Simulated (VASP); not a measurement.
Runs of VASP 6.6.1 on Sb. The structure is that of space group R-3m (No. 166), or close to it. The cells are those of the table. 

```csv
cell,gap on the mesh (eV),pressure (GPa),largest force (eV/Å)
"a = 4.469 Å, angles 57.1°, 2 atoms",none,1.8,(a)
"a = 4.391 Å, angles 57.1°, 2 atoms",none,5.7,0.68
"a = 4.507 Å, angles 57.1°, 2 atoms",none,0.2,(b)
"a = 4.617 Å, angles 57.1°, 2 atoms",none,-3.4,0.16
"a = 4.430 Å, angles 57.1°, 2 atoms",none,3.6,(c)
```

Alike in all rows: task single point; level PBEsol; potentials or basis VASP PAW PBE potentials, release 64 (Sb); no spin polarisation; k mesh 8 × 8 × 8; cutoff (eV) 520; smearing fermi-dirac 0.15 eV.

Question: Fill in the values left out.

Answer: (a) 0.35; (b) 0.21; (c) 0.50.

Caveats: the PAW data sets were made with another functional, which shifts forces and pressure a little; spin-orbit coupling is left out, which moves the levels of the heavy elements.

A k mesh can miss the band edges, and the runs leave out spin-orbit coupling on Sb.

A gap of «none» marks levels without a gap at the run's occupations.
